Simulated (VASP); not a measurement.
A run of VASP 6.6.1 is set up as follows.

INCAR

```
PREC     = Accurate       # precision mode
ENCUT    = 520            # plane-wave cutoff, eV
EDIFF    = 1E-6           # SCF threshold, eV
ISMEAR   = 0              # smearing method
SIGMA    = 0.03           # smearing width, eV
LREAL    = F              # projectors in reciprocal space
LASPH    = T              # aspherical terms in the spheres
NELM     = 80             # most SCF steps
ALGO     = Normal         # electronic algorithm
ISIF     = 2              # what is computed and relaxed
LWAVE    = F              # write WAVECAR
LCHARG   = F              # write CHGCAR
GGA      = CA             # functional
NBANDS   = 16             # bands
```

KPOINTS

```
regular mesh
0
Gamma
  10 10 10
```

File POSCAR:

```
ZnS
1.0
    0.0000000000      2.7045000000      2.7045000000
    2.7045000000      0.0000000000      2.7045000000
    2.7045000000      2.7045000000      0.0000000000
Zn S
1 1
Direct
    0.0000000000      0.0000000000      0.0000000000
    0.2500000000      0.2500000000      0.2500000000
```

Potentials or basis: VASP PAW LDA potentials, release 64 (Zn, S).

The run is started by

```sh
$ cat potpaw_LDA.64/Zn/POTCAR potpaw_LDA.64/S/POTCAR > POTCAR
$ mpirun -np 1 vasp_std > vasp.out
```

Task: Predict the band gap on the k mesh.

Result: 1.88 eV, direct.

Task: Estimate the pressure.

Result: -4.5 GPa.

As with any semilocal functional, this LDA gap is likely too small.
